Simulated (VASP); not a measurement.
**Li3B2: single point with PBE**

Crystal: Li3B2.

```
Li B
1.0
     5.50927    0.00000    0.00000
    -2.75464    4.77117    0.00000
     0.00000    0.00000    7.29799
Li B
9 6
Direct
  0.50000 0.00000 0.50000
  0.00000 0.50000 0.50000
  0.50000 0.50000 0.50000
  0.00000 0.00000 0.00000
  0.50000 0.00000 0.00000
  0.00000 0.50000 0.00000
  0.50000 0.50000 0.00000
  0.33333 0.66667 0.74865
  0.66667 0.33333 0.25135
  0.10110 0.89890 0.72719
  0.10110 0.20219 0.72719
  0.79781 0.89890 0.72719
  0.89890 0.10110 0.27281
  0.20219 0.10110 0.27281
  0.89890 0.79781 0.27281
```

The cell was built from a structure type or drawn by symmetry, and may not be a known phase.

```yaml
Program: VASP 6.6.1
Task: single point
Functional: PBE
Potentials_or_basis: VASP PAW PBE potentials, release 64 (Li_sv, B)
Cutoff: 520 eV
k_mesh: 6 × 6 × 4
Occupations: gaussian, width 0.1 eV
Spin: no spin polarisation
Dipole_correction: no
Further_INCAR_settings: LREAL = Auto; ALGO = Fast; EDIFF = 1e-06; NBANDS = 36
```

```yaml
Largest_force: 0.020 eV/Å
Band_gap_on_the_k_mesh: zero (an odd number of electrons rules out a gap without spin polarisation)
```

Forces in eV/Å, atoms in the order of the input:
```
Li   0.000  0.000  0.000
Li   0.000  0.000  0.000
Li   0.000  0.000  0.000
Li   0.000  0.000  0.000
Li   0.000  0.000  0.000
Li   0.000  0.000  0.000
Li   0.000  0.000  0.000
Li   0.000  0.000 -0.003
Li   0.000  0.000  0.003
B    0.017 -0.010 -0.002
B    0.000  0.020 -0.002
B   -0.017 -0.010 -0.002
B   -0.017  0.010  0.002
B    0.017  0.010  0.002
B    0.000 -0.020  0.002
```

Levels at points of the mesh, in eV from the Fermi level:
```csv
k point,band 19,band 20,band 21,band 22,band 23,band 24,band 25,band 26,band 27,band 28
"(0.00, 0.00, 0.00)",-1.40,-0.80,-0.80,-0.51,-0.51,0.38,0.38,0.84,1.40,2.12
"(0.50, 0.00, 0.00)",-1.14,-0.93,-0.87,0.24,0.29,0.45,0.60,0.95,2.48,3.09
"(0.00, 0.00, 0.50)",-1.88,-0.70,-0.70,-0.62,-0.62,0.84,1.18,1.80,1.80,2.19
"(0.50, 0.00, 0.50)",-1.43,-0.59,-0.39,0.12,0.46,0.50,0.65,1.75,2.13,2.53
```

Run time: 18 min on 1 thread of Oxide Virtual Turin-like Processor, with other jobs on the host, peak memory 0.3 GiB.
